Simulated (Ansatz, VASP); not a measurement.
**WS2 in VASP and in Ansatz**

File INCAR:

```
  PREC = Accurate
  ENCUT = 520
  EDIFF = 1E-7
  ISMEAR = 0
  SIGMA = 0.05
  LREAL = False
  LASPH = True
  NELM = 80
  ALGO = Normal
  ISIF = 2
  LWAVE = False
  LCHARG = False
  GGA = PS
  NBANDS = 20
```

The input KPOINTS:

```
regular mesh
0
Gamma
  12 12 12
```

POSCAR

```
WS2
1.0
    1.6421603996      0.9481017488      6.6563964000
   -1.6421603996      0.9481017488      6.6563964000
    0.0000000000     -1.8962034976      6.6563964000
W S
1 2
Direct
    0.0000000000      0.0000000000      0.0000000000
    0.7503000000      0.7503000000      0.7503000000
    0.5810000000      0.5810000000      0.5810000000
```

Input for Ansatz:

```yaml
crystal:
  lattice:
    - [1.6421603996, 0.9481017488, 6.6563964]
    - [-1.6421603996, 0.9481017488, 6.6563964]
    - [0.0, -1.8962034976, 6.6563964]
  atoms:
    - { symbol: W, position: [0.0, 0.0, 0.0] }
    - { symbol: S, position: [0.7503, 0.7503, 0.7503] }
    - { symbol: S, position: [0.581, 0.581, 0.581] }
basis:
  ecutwfc: 420
kpoints:
  mp_grid: { grid: [12, 12, 12] }
hamiltonian:
  xc: pbesol
scf:
  occupations: { method: gaussian, width: 0.05 }
output:
  forces: true
  stress: true
  eigenvalues: true
```

Change from the starting cell: strain +0.040 along x and y, +0.080 along z, atoms carried along.

Alike in both runs: task single point; functional PBEsol; k mesh 12 × 12 × 12; occupations gaussian, width 0.05 eV; no spin polarisation.

|  | VASP | Ansatz |
| --- | --- | --- |
| version | VASP 6.6.1 | Ansatz 0.2.0 |
| potentials or method | VASP PAW PBE potentials, release 64 (W_sv, S), cutoff 520 eV | scalar-relativistic, plane waves, PAW |
| valence electrons in the cell | 26 | 26 |

|  | VASP | Ansatz | Ansatz less VASP |
| --- | --- | --- | --- |
| gap on the k mesh at the Fermi level (eV) | 1.15 | 1.13 | -0.011 |
| least direct gap on the mesh (eV) | 1.72 | 1.72 | -0.002 |
| pressure (GPa) | -19.2 | -19.2 | -0.04 |
| traceless stress, the component that is largest in VASP (GPa) | -4.34 | -4.36 | -0.020 |
| rms of the force components (eV/Å) | 1.255 | 1.261 | +0.0055 |

VASP's potentials were made for PBE, not for PBEsol. Atom by atom the forces differ by 0.006 eV/Å (rms over components).

Spin-orbit coupling is off throughout.
